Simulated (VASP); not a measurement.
The system is Ta.

```
Ta
1.0
    -1.65500    1.65500    1.65500
     1.65500   -1.65500    1.65500
     1.65500    1.65500   -1.65500
Ta
1
Cartesian
  0.0000 0.0000 0.0000
```

* Program: VASP 6.6.1
* Task: relaxation of cell and atoms
* Functional: LDA
* Potentials or basis: VASP PAW LDA potentials, release 64 (Ta_pv)
* Cutoff: 600 eV
* k mesh: 16 × 16 × 16
* Occupations: gaussian, width 0.1 eV
* Spin: no spin polarisation

At the start: pressure -9.4 GPa; volume 18.13 Å³/atom.

Where does the relaxation end?

Over 4 steps the energy falls by 26.2 meV/atom and the volume is 17.28 Å³/atom (-4.7 %); space group Im-3m (No. 229, to 0.05 Å).

Step by step:
| step | energy change (eV) | largest force (eV/Å) | pressure (GPa) | volume (Å³) |
| --- | --- | --- | --- | --- |
| 1 | 0.0000 | 0.0000 | -9.44 | 18.13 |
| 2 | 0.1237 | 0.0000 | 29.10 | 15.47 |
| 3 | -0.0262 | 0.0000 | -0.42 | 17.31 |
| 4 | -0.0262 | 0.0000 | -0.04 | 17.28 |

Final structure:
```
Ta
1.0
    -1.62861    1.62861    1.62861
     1.62861   -1.62861    1.62861
     1.62861    1.62861   -1.62861
Ta
1
Direct
  0.00000 0.00000 0.00000
```
